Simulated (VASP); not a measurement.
Write the native input for VASP 6.6.1 that does the following.

- Task: single point
- Functional: LDA
- Potentials or basis: VASP PAW LDA potentials, release 64 (Pt)
- Cutoff: 520 eV
- k mesh: 22 × 22 × 22
- Occupations: gaussian, width 0.15 eV
- Spin: no spin polarisation
- Dipole correction: no
- Further INCAR settings: ALGO = Normal; EDIFF = 1e-06; NBANDS = 11

The structure of Pt lies in POSCAR:

```
Pt
1.0
    0.0000000000      1.9640864756      1.6830257009
    1.9640864756      0.0000000000      1.6830257009
    1.9640864756      1.9640864756      0.0000000000
Pt
1
Direct
    0.0000000000      0.0000000000      0.0000000000
```

These files were run (other wordings do the same):

INCAR

```
PREC     = Accurate       # precision mode
ENCUT    = 520            # plane-wave cutoff, eV
EDIFF    = 1E-6           # SCF threshold, eV
ISMEAR   = 0              # smearing method
SIGMA    = 0.15           # smearing width, eV
LREAL    = F              # projectors in reciprocal space
LASPH    = T              # aspherical terms in the spheres
NELM     = 80             # most SCF steps
ALGO     = Normal         # electronic algorithm
ISIF     = 2              # what is computed and relaxed
LWAVE    = F              # write WAVECAR
LCHARG   = T              # write CHGCAR
GGA      = CA             # functional
LELF     = T              # ELF
LVHAR    = T            
NBANDS   = 11             # bands
```

KPOINTS

```
regular mesh
0
Gamma
  22 22 22
```

Potentials or basis: VASP PAW LDA potentials, release 64 (Pt).

Command:

```sh
$ cat potpaw_LDA.64/Pt/POTCAR > POTCAR
$ mpirun -np 1 vasp_std > vasp.out
```

It gave:

```json
{
 "Pressure": "58.8 GPa",
 "Band gap on the k mesh": "zero (bands 5 and 6 overlap by 3.52 eV)"
}
```

Caveat: the stress differs along the axes, from 55 to 67 GPa; spin-orbit coupling is left out, which moves the levels of the heavy elements.

It took 110 s on 1 thread of Intel Xeon 8259CL, on a shared host, peak memory 0.23 GiB.
